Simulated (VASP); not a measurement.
# Ti2Hg (P6/mmm) in VASP: single point with r2SCAN

Aim: the single point of Ti2Hg with r2SCAN.

All numbers are computed with VASP 6.6.1; they aren't measurements. Logs are shortened: lines on timing, memory, paths and dates and some standing lists are left out, and cuts for length are marked.

### Step 1. The cell of the first run

It takes space group P6/mmm (No. 191, hexagonal). The conventional cell has a = 4.749 Å, b = 4.749 Å, c = 2.715 Å, α = 90.00°, β = 90.00°, γ = 120.00°. Within 3.6 Å of Ti (site symmetry -6m2) lie 5 Ti at 2.71 to 2.74 Å and 6 Hg at 3.06 Å. Hg (site symmetry 6/mmm) has 2 Hg at 2.71 Å and 12 Ti at 3.06 Å within 3.6 Å.

### Step 2. Single point, r2SCAN

Contents of POSCAR:

```
Ti2Hg
1.0
    4.7494028129      0.0000000000      0.0000000000
   -2.3747014065      4.1131034887      0.0000000000
    0.0000000000      0.0000000000      2.7145266497
Ti Hg
2 1
Direct
    0.3333333333      0.6666666667      0.5000000000
    0.6666666667      0.3333333333      0.5000000000
    0.0000000000      0.0000000000      0.0000000000
```

Contents of INCAR.step1:

```
SYSTEM = Ti2Hg
ALGO = Normal
EDIFF = 1E-4
ENCUT = 520
GGA = PE
ISMEAR = 0
LASPH = .TRUE.
LCHARG = .FALSE.
LREAL = .FALSE.
LWAVE = .TRUE.
NBANDS = 25
NELM = 60
PREC = Accurate
SIGMA = 0.1
```

Contents of INCAR.step2:

```
SYSTEM = Ti2Hg
ALGO = Normal
EDIFF = 1E-7
ENCUT = 520
ISIF = 2
ISMEAR = 0
ISTART = 1
LASPH = .TRUE.
LCHARG = .TRUE.
LELF = .TRUE.
LMIXTAU = .TRUE.
LREAL = .FALSE.
LVHAR = .TRUE.
LWAVE = .FALSE.
METAGGA = R2SCAN
NBANDS = 25
NELM = 60
PREC = Accurate
SIGMA = 0.1
```

Contents of KPOINTS:

```
k-points
0
G
  12 12 16
  0 0 0
```

Potentials or basis: VASP PAW PBE potentials, release 64 (Ti_sv, Hg).

Command:

```
$ cat potpaw_PBE.64/Ti_sv/POTCAR potpaw_PBE.64/Hg/POTCAR > POTCAR
$ cp INCAR.step1 INCAR
$ mpirun -np 1 vasp_std > vasp.out
$ cp INCAR.step2 INCAR
$ mpirun -np 1 vasp_std > vasp.out
```

OUTCAR:

```text
SYSTEM = Ti2Hg
   EDIFF = 1E-7
   ENCUT = 520
   ISIF = 2
   ISMEAR = 0
   ISTART = 1
   LASPH = .TRUE.
   LREAL = .FALSE.
   METAGGA = R2SCAN
   NELM = 60
   PREC = Accurate

 ion  position               nearest neighbor table
   1  0.333  0.667  0.500-   2 2.74   2 2.74   2 2.74   3 3.06   3 3.06   3 3.06   3 3.06   3 3.06
                             3 3.06
   2  0.667  0.333  0.500-   1 2.74   1 2.74   1 2.74   3 3.06   3 3.06   3 3.06   3 3.06   3 3.06
                             3 3.06
   3  0.000  0.000  0.000-   1 3.06   2 3.06   1 3.06   2 3.06   1 3.06   1 3.06   2 3.06   2 3.06
                             2 3.06   2 3.06   1 3.06   1 3.06

  LATTYP: Found a hexagonal cell.
 ALAT       =     4.7494028129
 C/A-ratio  =     0.5715511521

  Lattice vectors:

 A1 = (   4.7494028129,   0.0000000000,   0.0000000000)
 A2 = (  -2.3747014065,   4.1131034887,   0.0000000000)
 A3 = (   0.0000000000,   0.0000000000,   2.7145266497)

Analysis of symmetry for initial positions (statically):
=====================================================================
 Subroutine PRICEL returns:
 Original cell was already a primitive cell.

 Routine SETGRP: Setting up the symmetry group for a
 hexagonal supercell.

 Subroutine GETGRP returns: Found 24 space group operations
 (whereof 24 operations were pure point group operations)
 out of a pool of 24 trial point group operations.

The static configuration has the point symmetry D_6h.

Analysis of symmetry for dynamics (positions and initial velocities):
=====================================================================
 Subroutine PRICEL returns:
 Original cell was already a primitive cell.

 Routine SETGRP: Setting up the symmetry group for a
 hexagonal supercell.

 Subroutine GETGRP returns: Found 24 space group operations
 (whereof 24 operations were pure point group operations)
 out of a pool of 24 trial point group operations.

The dynamic configuration has the point symmetry D_6h.

 Subroutine INISYM returns: Found 24 space group operations
 (whereof 24 operations are pure point group operations),
 and found     1 'primitive' translations

----------------------------------------------------------------------------------------

                                     Primitive cell

  volume of cell :      53.0277
[... 87 lines left out ...]
   LSORBIT =      F    spin-orbit coupling
   LASPH  =      T    aspherical Exc in radial PAW
   ENCUT  =  520.0 eV  38.22 Ry    6.18 a.u.   8.83  8.83  5.05*2*pi/ulx,y,z
   NELM   =     60;   NELMIN=  2; NELMDL=  0     # of ELM steps
   EDIFF  = 0.1E-06   stopping-criterion for ELM
   LREAL  =      F    real-space projection
   EDIFFG = 0.1E-05   stopping-criterion for IOM
   NSW    =      0    number of steps for IOM
   IBRION =     -1    ionic relax: 0-MD 1-quasi-New 2-CG
   NFREE  =      0    steps in history (QN), initial steepest desc. (CG)
   ISIF   =      2    stress and relaxation
   ISYM   =      2    0-nonsym 1-usesym 2-fastsym
   POTIM  = 0.5000    time-step for ionic-motion
   TEBEG  =    0.0;   TEEND  =   0.0 temperature during run
   PSTRESS=    0.0 pullay stress
   NELECT =      36.0000    total number of electrons
   NUPDOWN=      -1.0000    fix difference up-down
   EMIN   =  10.00;   EMAX   =-10.00  energy-range for DOS
   EFERMI =   0.00;   METHOD = LEGACY
   ISMEAR =     0;   SIGMA  =   0.10  broadening in eV -4-tet -1-fermi 0-gaus
   EFERMI_NEDOS =   21; number of points for ismear=-14 and -15
   IALGO  =     38    algorithm
   IMIX   =      4    mixing-type and parameters
     AMIX     =   0.40;   BMIX     =  1.00
     AMIX_MAG =   1.60;   BMIX_MAG =  1.00
  volume/ion in A,a.u.               =      17.68       119.28
  Fermi-wavevector in a.u.,A,eV,Ry     =   1.438825  2.718986 28.167031  2.070218
  Thomas-Fermi vector in A             =   2.557749
   LORBIT       =      0    0 simple, 1 ext, 2 COOP (PROOUT), +10 PAW based schemes
   METAGGA = R2SCAN    functional components
   LHFCALC =     F    Hartree Fock is set to
   AEXX    =    0.0000 exact exchange contribution
   IVDW    =     0    specifies the selected vdW correction
   LEPSILON=     F    determine dielectric tensor
   LRPA    =     F    only Hartree local field effects (RPA)
 non-spin polarized calculation
 Gauss-broadening in eV      SIGMA  =   0.10
  energy-cutoff  :      520.00
  volume of cell :       53.03
 maximum number of plane-waves:      1468
 NGX is ok and might be reduce to    36
   NGX = 17   NGY = 17   NGZ = 11

 number of electron      36.0000013 magnetization

 Free energy of the ion-electron system (eV)
  ---------------------------------------------------
  ext. energy  EPLUGINS =         0.00000000
  ---------------------------------------------------
  free energy    TOTEN  =       -74.65753138 eV

  energy without entropy =      -74.63211488  energy(sigma->0) =      -74.64482313

 E-fermi :   7.2160     XC(G=0): -12.7308

 val. band max:        7.2159675783   @ k =   0.0833   0.0833   0.0000
 cond. band min:       7.2190445919   @ k =   0.3333   0.1667   0.1250
 fundamental gap:      0.0030770136
 Fermi energy:         7.2160065264

 k-point     1 :       0.0000    0.0000    0.0000
  band No.  band energies     occupation
      1     -51.9424      2.00000
      2     -51.8168      2.00000
      3     -27.3610      2.00000
      4     -27.3610      2.00000
      5     -26.9469      2.00000
      6     -26.9469      2.00000
[... 661 lines left out ...]
     24      10.4575      0.00000
     25      10.4600      0.00000

 [... further k-points ...]

------------------------ aborting loop because EDIFF is reached ----------------------------------------

  FORCE on cell =-STRESS in cart. coord.  units (eV):
  Direction    XX          YY          ZZ          XY          YZ          ZX
  --------------------------------------------------------------------------------------
  -------------------------------------------------------------------------------------
  Total        0.2191844      0.2191844      0.3891021     -0.0000000      0.0000000      0.0000000
  in kB        6.6224325      6.6224325     11.7563190     -0.0000000      0.0000000      0.0000000
  external PRESSURE =       8.3337280 kB  Pullay stress =       0.0000000 kB

 VOLUME and BASIS-vectors are now :
 -----------------------------------------------------------------------------
  energy-cutoff  :      520.00
  volume of cell :       53.03
      direct lattice vectors                 reciprocal lattice vectors
     4.749402813  0.000000000  0.000000000     0.210552787  0.121562708  0.000000000
    -2.374701406  4.113103489  0.000000000     0.000000000  0.243125417  0.000000000
     0.000000000  0.000000000  2.714526650     0.000000000  0.000000000  0.368388352

 POSITION                                       TOTAL-FORCE (eV/Angst)
 -----------------------------------------------------------------------------------
     -0.00000      2.74207      1.35726        -0.000000     -0.000000     -0.000000
      2.37470      1.37103      1.35726        -0.000000      0.000000      0.000000
      0.00000      0.00000      0.00000         0.000000      0.000000      0.000000
 -----------------------------------------------------------------------------------
    total drift:                                0.000000      0.000000     -0.000000

  FREE ENERGIE OF THE ION-ELECTRON SYSTEM (eV)
  ---------------------------------------------------
  free  energy   TOTEN  =       -74.6575313802 eV

  energy  without entropy=      -74.6321148773  energy(sigma->0) =      -74.64482313
```

OUTCAR.step1:

```text
SYSTEM = Ti2Hg
   EDIFF = 1E-4
   ENCUT = 520
   GGA = PE
   ISMEAR = 0
[... 902 lines left out ...]
     -0.00000      2.74207      1.35726        -0.000000      0.000000      0.000000
      2.37470      1.37103      1.35726         0.000000     -0.000000     -0.000000
      0.00000      0.00000      0.00000        -0.000000      0.000000     -0.000000
 -----------------------------------------------------------------------------------
    total drift:                                0.000000      0.000000     -0.000000

  FREE ENERGIE OF THE ION-ELECTRON SYSTEM (eV)
  ---------------------------------------------------
  free  energy   TOTEN  =       -15.2224105269 eV

  energy  without entropy=      -15.1940594928  energy(sigma->0) =      -15.20823501
```

Run time: 12 min. Hardware: 1 thread of Intel Xeon 8259CL, shared host; peak memory 0.34 GiB.

What came out:

```
Free energy            : -74.6575 eV
Pressure               : 0.8 GPa
Band gap on the k mesh : zero (bands 18 and 19 overlap by 1.37 eV)
```

Caveat: the PAW data sets were made with another functional, which shifts forces and pressure a little; spin-orbit coupling is left out, which moves the levels of the heavy elements.
